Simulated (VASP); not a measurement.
**Zn3PAu: relaxation of cell and atoms with PBE**

Crystal: Zn3PAu.

```xyz
5
Lattice="4.1948 0.0000 0.0000 0.0000 4.1948 0.0000 0.0000 0.0000 4.1948" Properties=species:S:1:pos:R:3 pbc="T T T"
Zn    0.0000    2.0974    2.0974
Zn    2.0974    0.0000    2.0974
Zn    2.0974    2.0974    0.0000
P     0.0000    0.0000    0.0000
Au    2.0974    2.0974    2.0974
```

| Property | Result |
| --- | --- |
| Program | VASP 6.6.1 |
| Task | relaxation of cell and atoms |
| Functional | PBE |
| Potentials or basis | VASP PAW PBE potentials, release 64 (Zn, P, Au) |
| Cutoff | 600 eV |
| k mesh | 4 × 4 × 4 |
| Occupations | gaussian, width 0.1 eV |
| Spin | no spin polarisation |
| Dipole correction | no |
| Further INCAR settings | ALGO = Normal; EDIFF = 1e-07; IBRION = 2; EDIFFG = -0.04; NSW = 90; ISIF = 3 |

```json
{
  "Relaxed volume": "22.75 Å³/atom",
  "Relaxed cell": "a = 4.845 Å, b = 4.845 Å, c = 4.845 Å, α = 90.00°, β = 90.00°, γ = 90.00°",
  "Space group after relaxing (to 0.1 Å)": "Pm-3m (No. 221)",
  "Energy gained by relaxing": "1199.5 meV/atom",
  "Ionic steps": "4",
  "Pressure after relaxing": "0.0 GPa",
  "Band gap on the k mesh": "zero (bands 26 and 27 overlap by 3.10 eV)"
}
```

The path:
```tsv
step	energy change (eV)	largest force (eV/Å)	pressure (GPa)	volume (Å³)
1	0.0000	0.0000	72.20	73.81
2	-3.7760	0.0000	-8.03	170.12
3	-5.9964	0.0000	-0.44	114.67
4	-5.9976	0.0000	0.02	113.73
```

Final structure:
```
CELL_PARAMETERS angstrom
4.84500 0.00000 0.00000
0.00000 4.84500 0.00000
0.00000 0.00000 4.84500
ATOMIC_POSITIONS crystal
Zn 0.00000 0.50000 0.50000
Zn 0.50000 0.00000 0.50000
Zn 0.50000 0.50000 0.00000
P 0.00000 0.00000 0.00000
Au 0.50000 0.50000 0.50000
```

Levels at points of the mesh, in eV from the Fermi level:
```csv
k point,band 22,band 23,band 24,band 25,band 26,band 27,band 28,band 29,band 30,band 31
"(0.00, 0.00, 0.00)",-4.31,-1.62,-1.62,-1.62,1.47,1.47,1.78,1.78,1.78,5.00
"(0.50, 0.00, 0.00)",-4.32,-3.16,-0.47,-0.47,-0.22,0.57,0.57,2.17,3.02,5.32
"(0.50, 0.50, 0.00)",-4.70,-4.07,-4.07,-0.21,0.65,0.65,1.75,2.11,3.17,4.17
"(0.50, 0.50, 0.50)",-5.05,-2.84,-2.84,-2.84,-1.64,-1.64,-1.64,5.22,5.22,5.22
```

Run time: 66 s on 1 thread of Intel(R) Xeon(R) 6975P-C (Granite Rapids), with other jobs on the host, peak memory 0.23 GiB.

Caveat: the k points lie up to 0.32 Å⁻¹ apart in the final cell, too coarse for converged energies and pressures of a metal; the volume moved by over 15 % at a fixed basis, so the end points are rough; spin-orbit coupling is left out, which moves the levels of the heavy elements.
